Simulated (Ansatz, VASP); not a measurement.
One calculation of C, two programs

```
C
1.0
     2.14631   -1.23918   -0.01129
     2.14631    1.23918   -0.01129
    -1.41074    0.00000    3.24770
C
2
Direct
  0.83338 0.83338 0.00015
  0.16662 0.16662 0.99985
```

Alike in both runs: task single point; functional LDA; k mesh 14 × 14 × 10; occupations gaussian, width 0.05 eV; no spin polarisation.

|  | VASP | Ansatz |
| --- | --- | --- |
| version | VASP 6.6.1 | Ansatz 0.2.0 |
| potentials or method | VASP PAW LDA potentials, release 64 (C), cutoff 520 eV | scalar-relativistic, plane waves, PAW |
| valence electrons in the cell | 8 | 8 |

VASP gave:

* gap on the k mesh at the Fermi level (eV): 0.49
* least direct gap on the mesh (eV): 0.49
* pressure (GPa): -10.4
* traceless stress, the component that is largest in VASP (GPa): 11.31
* rms of the force components (eV/Å): 0.006

Problem. Estimate Ansatz's values.

Solution. gap on the k mesh at the Fermi level (eV): 0.49; least direct gap on the mesh (eV): 0.49; pressure (GPa): -11.2; traceless stress, the component that is largest in VASP (GPa): 12.22; rms of the force components (eV/Å): 0.006.

LDA's correlation is that of Perdew and Zunger in VASP and of Perdew and Wang (1992) in Ansatz. Atom by atom the forces differ by 0.000 eV/Å (rms over components).
